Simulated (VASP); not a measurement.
# BN (Pm) in VASP: single point with PBE+D3(BJ)

Aim: the single point of BN with PBE+D3(BJ).

Everything below comes from runs of VASP 6.6.1. Logs are shortened: lines on timing, memory, paths and dates and some standing lists are left out, and cuts for length are marked.

### 1 The cell of the first run

Symmetry: Pm, No. 6, monoclinic system. Conventional cell: a = 2.506 Å, b = 6.592 Å, c = 2.506 Å, α = 90.00°, β = 120.00°, γ = 90.00°. B (site symmetry m) has 3 N at 1.41 to 1.47 Å within 1.9 Å. Within 1.9 Å of B (site symmetry m) lie 3 N at 1.43 to 1.45 Å. N (site symmetry m) has 3 B at 1.43 to 1.45 Å within 1.9 Å. N (site symmetry m) has 3 B at 1.41 to 1.47 Å within 1.9 Å.

### 2 Single point, PBE+D3(BJ) (atoms displaced along several vibrational modes)

Contents of INCAR:

```
ALGO     = Normal         # electronic algorithm
EDIFF    = 1E-6           # SCF threshold, eV
ENCUT    = 520            # plane-wave cutoff, eV
GGA      = PE             # functional
ISIF     = 2              # what is computed and relaxed
ISMEAR   = 1              # smearing method
IVDW     = 12             # dispersion correction
LASPH    = True           # aspherical terms in the spheres
LCHARG   = False          # write CHGCAR
LREAL    = False          # projectors in reciprocal space
LWAVE    = False          # write WAVECAR
NBANDS   = 16             # bands
NELM     = 60             # most SCF steps
PREC     = Accurate       # precision mode
SIGMA    = 0.05           # smearing width, eV
```

Contents of KPOINTS:

```
k-points
0
Gamma
  12 12 4
```

Contents of POSCAR:

```
BN
1.0
    2.5061127838      0.0000000000      0.0000000000
   -1.2530563919      2.1703573356      0.0000000000
    0.0000000000      0.0000000000      6.5923998870
B N
2 2
Direct
   -0.0625459100     -0.0098140521      0.5000000000
    0.3893402912      0.6632029384      0.0000000000
    0.0587970493      0.0026729601      0.0000000000
    0.6129160993      0.3409075929      0.5000000000
```

Potentials or basis: VASP PAW PBE potentials, release 64 (B, N).

Run with:

```console
$ cat potpaw_PBE.64/B/POTCAR potpaw_PBE.64/N/POTCAR > POTCAR
$ mpirun -np 1 vasp_std > vasp.out
```

OUTCAR:

```text
EDIFF = 1E-6
   ENCUT = 520
   GGA = PE
   ISIF = 2
   ISMEAR = 1
   IVDW = 12
   LASPH = True
   LREAL = False
   NELM = 60
   PREC = Accurate
 IVDW          = 12

 ion  position               nearest neighbor table
   1  0.937  0.990  0.500-   4 1.41   4 1.47   4 1.47
   2  0.389  0.663  0.000-   3 1.43   3 1.45   3 1.45
   3  0.059  0.003  0.000-   2 1.43   2 1.45   2 1.45
   4  0.613  0.341  0.500-   1 1.41   1 1.47   1 1.47

  LATTYP: Found a hexagonal cell.
 ALAT       =     2.5061127838
 C/A-ratio  =     2.6305280152

  Lattice vectors:

 A1 = (   2.5061127838,   0.0000000000,   0.0000000000)
 A2 = (  -1.2530563919,   2.1703573356,   0.0000000000)
 A3 = (   0.0000000000,   0.0000000000,   6.5923998870)

Analysis of symmetry for initial positions (statically):
=====================================================================
 Subroutine PRICEL returns:
 Original cell was already a primitive cell.

 Routine SETGRP: Setting up the symmetry group for a
 hexagonal supercell.

 Subroutine GETGRP returns: Found  2 space group operations
 (whereof  2 operations were pure point group operations)
 out of a pool of 24 trial point group operations.

The static configuration has the point symmetry C_1h.

Analysis of symmetry for dynamics (positions and initial velocities):
=====================================================================
 Subroutine PRICEL returns:
 Original cell was already a primitive cell.

 Routine SETGRP: Setting up the symmetry group for a
 hexagonal supercell.

 Subroutine GETGRP returns: Found  2 space group operations
 (whereof  2 operations were pure point group operations)
 out of a pool of 24 trial point group operations.

The dynamic configuration has the point symmetry C_1h.

 Subroutine INISYM returns: Found  2 space group operations
 (whereof  2 operations are pure point group operations),
 and found     1 'primitive' translations

----------------------------------------------------------------------------------------

                                     Primitive cell

  volume of cell :      35.8571

  direct lattice vectors                    reciprocal lattice vectors
     2.506112784  0.000000000  0.000000000     0.399024340  0.230376810  0.000000000
    -1.253056392  2.170357336  0.000000000     0.000000000  0.460753620  0.000000000
     0.000000000  0.000000000  6.592399887     0.000000000  0.000000000  0.151689827

  length of vectors
     2.506112784  2.506112784  6.592399887     0.460753620  0.460753620  0.151689827

  position of ions in fractional coordinates (direct lattice)
     0.937454090  0.990185948  0.500000000
     0.389340291  0.663202938  0.000000000
     0.058797049  0.002672960  0.000000000
     0.612916099  0.340907593  0.500000000

  ion indices of the primitive-cell ions
   primitive index   ion index
                 1           1
                 2           2
                 3           3
                 4           4

----------------------------------------------------------------------------------------

 KPOINTS: k-points

Automatic generation of k-mesh.
 Grid dimensions read from file:
 generate k-points for:   12   12    4

 Generating k-lattice:

  Cartesian coordinates                     Fractional coordinates (reciprocal lattice)
     0.033252028  0.019198068  0.000000000     0.083333333  0.000000000  0.000000000
     0.000000000  0.038396135  0.000000000     0.000000000  0.083333333  0.000000000
     0.000000000  0.000000000  0.037922457     0.000000000  0.000000000  0.250000000

  Length of vectors
     0.038396135  0.038396135  0.037922457

  Shift w.r.t. Gamma in fractional coordinates (k-lattice)
     0.000000000  0.000000000  0.000000000

 Subroutine IBZKPT returns following result:
 ===========================================

 Found    222 irreducible k-points:

 Following reciprocal coordinates:
            Coordinates               Weight
  0.000000  0.000000  0.000000      1.000000
  0.083333 -0.000000  0.000000      2.000000
  0.000000  0.083333  0.000000      2.000000
 -0.083333  0.083333  0.000000      2.000000
  0.166667 -0.000000  0.000000      2.000000
  0.000000  0.166667  0.000000      2.000000
[... 16 lines left out ...]
  0.166667  0.083333  0.000000      2.000000
 -0.083333  0.250000  0.000000      2.000000
 [... further k-points ...]
   k-points           NKPTS =    222   k-points in BZ     NKDIM =    222   number of bands    NBANDS=     16
   number of dos      NEDOS =    301   number of ions     NIONS =      4
   total plane-waves  NPLWV =  20000
   dimension x,y,z NGX =    20 NGY =   20 NGZ =   50
   dimension x,y,z NGXF=    40 NGYF=   40 NGZF=  100
   ions per type =               2   2
   NGX,Y,Z   is equivalent  to a cutoff of  13.27, 13.27, 12.61 a.u.
   NGXF,Y,Z  is equivalent  to a cutoff of  26.53, 26.53, 25.22 a.u.
 SYSTEM =  unknown system
   PREC   = accura    normal or accurate (medium, high low for compatibility)
   ISTART =      0    job   : 0-new  1-cont  2-samecut
   ICHARG =      2    charge: 1-file 2-atom 10-const
   ISPIN  =      1    spin polarized calculation?
   LNONCOLLINEAR =      F non collinear calculations
   LSORBIT =      F    spin-orbit coupling
   LASPH  =      T    aspherical Exc in radial PAW
   ENCUT  =  520.0 eV  38.22 Ry    6.18 a.u.   4.66  4.66 12.26*2*pi/ulx,y,z
   NELM   =     60;   NELMIN=  2; NELMDL= -5     # of ELM steps
   EDIFF  = 0.1E-05   stopping-criterion for ELM
   LREAL  =      F    real-space projection
   EDIFFG = 0.1E-04   stopping-criterion for IOM
   NSW    =      0    number of steps for IOM
   IBRION =     -1    ionic relax: 0-MD 1-quasi-New 2-CG
   NFREE  =      0    steps in history (QN), initial steepest desc. (CG)
   ISIF   =      2    stress and relaxation
   ISYM   =      2    0-nonsym 1-usesym 2-fastsym
   POTIM  = 0.5000    time-step for ionic-motion
   TEBEG  =    0.0;   TEEND  =   0.0 temperature during run
   PSTRESS=    0.0 pullay stress
   NELECT =      16.0000    total number of electrons
   NUPDOWN=      -1.0000    fix difference up-down
   EMIN   =  10.00;   EMAX   =-10.00  energy-range for DOS
   EFERMI =   0.00;   METHOD = LEGACY
   ISMEAR =     1;   SIGMA  =   0.05  broadening in eV -4-tet -1-fermi 0-gaus
   EFERMI_NEDOS =   21; number of points for ismear=-14 and -15
   IALGO  =     38    algorithm
   IMIX   =      4    mixing-type and parameters
     AMIX     =   0.40;   BMIX     =  1.00
     AMIX_MAG =   1.60;   BMIX_MAG =  1.00
  volume/ion in A,a.u.               =       8.96        60.49
  Fermi-wavevector in a.u.,A,eV,Ry     =   1.250997  2.364042 21.293038  1.564994
  Thomas-Fermi vector in A             =   2.384965
   LORBIT       =      0    0 simple, 1 ext, 2 COOP (PROOUT), +10 PAW based schemes
   GGA     = PE    functional components
   LHFCALC =     F    Hartree Fock is set to
   AEXX    =    0.0000 exact exchange contribution
   IVDW    =    12    specifies the selected vdW correction
   LEPSILON=     F    determine dielectric tensor
   LRPA    =     F    only Hartree local field effects (RPA)
 non-spin polarized calculation
 Methfessel and Paxton  Order N= 1 SIGMA  =   0.05
  energy-cutoff  :      520.00
  volume of cell :       35.86
 maximum number of plane-waves:       985
   NGX =  9   NGY =  9   NGZ = 25

 number of electron      15.9999998 magnetization

 Free energy of the ion-electron system (eV)
  ---------------------------------------------------
  ext. energy  EPLUGINS =         0.00000000
  ---------------------------------------------------
  free energy    TOTEN  =       -35.11215483 eV

  energy without entropy =      -35.11221749  energy(sigma->0) =      -35.11217572

 E-fermi :   2.4325     XC(G=0): -10.1212

 val. band max:        2.4015410968   @ k =   0.3333   0.3333   0.0000
 cond. band min:       6.4326054857   @ k =   0.5000   0.5000   0.0000
 fundamental gap:      4.0310643890
 Fermi energy:         2.4325073988

 k-point     1 :       0.0000    0.0000    0.0000
  band No.  band energies     occupation
      1     -15.4818      2.00000
      2     -15.1605      2.00000
      3      -3.9116      2.00000
      4      -1.7255      2.00000
      5       0.6165      2.00000
      6       0.8000      2.00000
[... 8 lines left out ...]
     15      14.7694      0.00000
     16      15.4578      0.00000

 k-point     2 :       0.0833   -0.0000    0.0000
  band No.  band energies     occupation
      1     -15.3457      2.00000
      2     -15.0288      2.00000
      3      -3.7249      2.00000
      4      -1.5609      2.00000
      5       0.2744      2.00000
      6       0.3873      2.00000
[... 8 lines left out ...]
     15      14.9597      0.00000
     16      15.1824      0.00000

 k-point     3 :       0.0000    0.0833    0.0000
  band No.  band energies     occupation
      1     -15.3470      2.00000
      2     -15.0307      2.00000
      3      -3.7234      2.00000
      4      -1.5580      2.00000
      5       0.1009      2.00000
      6       0.2577      2.00000
[... 8 lines left out ...]
     15      14.9518      0.00000
     16      15.2766      0.00000

 k-point     4 :      -0.0833    0.0833    0.0000
  band No.  band energies     occupation
      1     -15.3457      2.00000
      2     -15.0287      2.00000
      3      -3.7253      2.00000
      4      -1.5603      2.00000
      5       0.2720      2.00000
      6       0.3981      2.00000
[... 8 lines left out ...]
     15      15.0075      0.00000
     16      15.2112      0.00000
[... 324 lines left out ...]
 k-point    22 :      -0.1667    0.0833    0.0000
  band No.  band energies     occupation
      1     -15.0757      2.00000
      2     -14.7672      2.00000
      3      -3.3570      2.00000
      4      -1.2387      2.00000
      5      -0.4218      2.00000
      6      -0.2785      2.00000
[... 8 lines left out ...]
     15      15.9444      0.00000
     16      16.4619      0.00000

 k-point    23 :       0.1667    0.0833    0.0000
  band No.  band energies     occupation
      1     -14.5588      2.00000
      2     -14.2722      2.00000
      3      -2.6227      2.00000
      4      -2.0216      2.00000
      5      -1.9627      2.00000
      6      -0.6069      2.00000
[... 8 lines left out ...]
     15      16.7186      0.00000
     16      17.9258      0.00000

 k-point    24 :      -0.0833    0.2500    0.0000
  band No.  band energies     occupation
      1     -14.5634      2.00000
      2     -14.2773      2.00000
      3      -2.6196      2.00000
      4      -2.1490      2.00000
      5      -2.0740      2.00000
      6      -0.5919      2.00000
[... 8 lines left out ...]
     15      16.5747      0.00000
     16      17.7240      0.00000

 [... further k-points ...]

------------------------ aborting loop because EDIFF is reached ----------------------------------------

 Edisp (eV)   -0.56888

 E8    (eV) :    -0.1668

  FORCE on cell =-STRESS in cart. coord.  units (eV):
  Direction    XX          YY          ZZ          XY          YZ          ZX
  --------------------------------------------------------------------------------------
  -------------------------------------------------------------------------------------
  Total      -0.53611     0.80463     0.00875     0.05452     0.00000     0.00000
  in kB     -23.95464    35.95288     0.39089     2.43619     0.00000     0.00000
  external pressure =        4.13 kB  Pullay stress =        0.00 kB

 VOLUME and BASIS-vectors are now :
 -----------------------------------------------------------------------------
  energy-cutoff  :      520.00
  volume of cell :       35.86
      direct lattice vectors                 reciprocal lattice vectors
     2.506112784  0.000000000  0.000000000     0.399024340  0.230376810  0.000000000
    -1.253056392  2.170357336  0.000000000     0.000000000  0.460753620  0.000000000
     0.000000000  0.000000000  6.592399887     0.000000000  0.000000000  0.151689827

 POSITION                                       TOTAL-FORCE (eV/Angst)
 -----------------------------------------------------------------------------------
      1.10861      2.14906      3.29620         0.014773      1.638219      0.000000
      0.14470      1.43939      0.00000        -0.013661      0.559088      0.000000
      0.14400      0.00580      0.00000        -0.012061     -0.568664      0.000000
      1.10886      0.73989      3.29620         0.010949     -1.628643      0.000000
 -----------------------------------------------------------------------------------
    total drift:                                0.000052     -0.000169      0.000000

  FREE ENERGIE OF THE ION-ELECTRON SYSTEM (eV)
  ---------------------------------------------------
  free  energy   TOTEN  =       -35.6810384720 eV

  energy  without entropy=      -35.6811011337  energy(sigma->0) =      -35.68105936
```

Wall time 3 min (1 thread of Intel Xeon 8259CL, shared host); peak memory 0.24 GiB.

What came out:

| Quantity | Value |
| --- | --- |
| Free energy | -35.6810 eV |
| Pressure | 0.4 GPa |
| Largest force | 1.638 eV/Å |
| Band gap on the k mesh | 4.03 eV (least direct gap 4.31 eV) |
| Dispersion energy per atom | -0.142 eV |

Forces on the atoms (eV/Å):
```
B    0.015  1.638  0.000
B   -0.014  0.559  0.000
N   -0.012 -0.569  0.000
N    0.011 -1.629  0.000
```

Caveat: the cell differs from its parent crystal (atoms displaced along several vibrational modes); the stress differs along the axes, from -2 to 4 GPa; forces of over 1 eV/Å act on the atoms, so gaps and moduli don't describe the material at rest. A k mesh can miss the band edges.
